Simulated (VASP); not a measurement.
Here is a VASP 6.6.1 calculation.

INCAR

```
ALGO = Normal
EDIFF = 1E-8
ENCUT = 520
GGA = PE
ISIF = 2
ISMEAR = -1
LASPH = T
LCHARG = F
LEFG = T
LREAL = F
LWAVE = F
NBANDS = 17
NELM = 60
PREC = Accurate
SIGMA = 0.02
```

The input KPOINTS:

```
k-points
0
Gamma
  9 9 9
```

Contents of POSCAR:

```
SnSe
1.0
    0.0000000000      2.9197000000      3.0100000000
    2.9197000000      0.0000000000      3.0100000000
    2.9197000000      2.9197000000      0.0000000000
Sn Se
1 1
Direct
    0.0000000000      0.0000000000      0.0000000000
    0.5000000000      0.5000000000      0.5000000000
```

Potentials or basis: VASP PAW PBE potentials, release 64 (Sn_d, Se).

Launch:

```bash
$ cat potpaw_PBE.64/Sn_d/POTCAR potpaw_PBE.64/Se/POTCAR > POTCAR
$ mpirun -np 1 vasp_std > vasp.out
```

Predict the band gap on the k mesh.

0.33 eV, indirect (least direct gap 0.41 eV).

What does it give for the pressure?

4.9 GPa.

Electric field gradients, principal values (V/Å²):
| atom | least | middle | greatest (by size) |
| --- | --- | --- | --- |
| 1 Sn | -21.659 | -21.665 | 43.323 |
| 2 Se | -2.918 | -2.919 | 5.837 |

Caveat: the cell differs from its parent crystal (equal xx and yy strain of -3 %); without QUAD_EFG the Cq values of the log hold for a quadrupole moment of 1 mb, not for the nuclei; spin-orbit coupling is left out, which moves the levels of the heavy elements. A k mesh can miss the band edges.
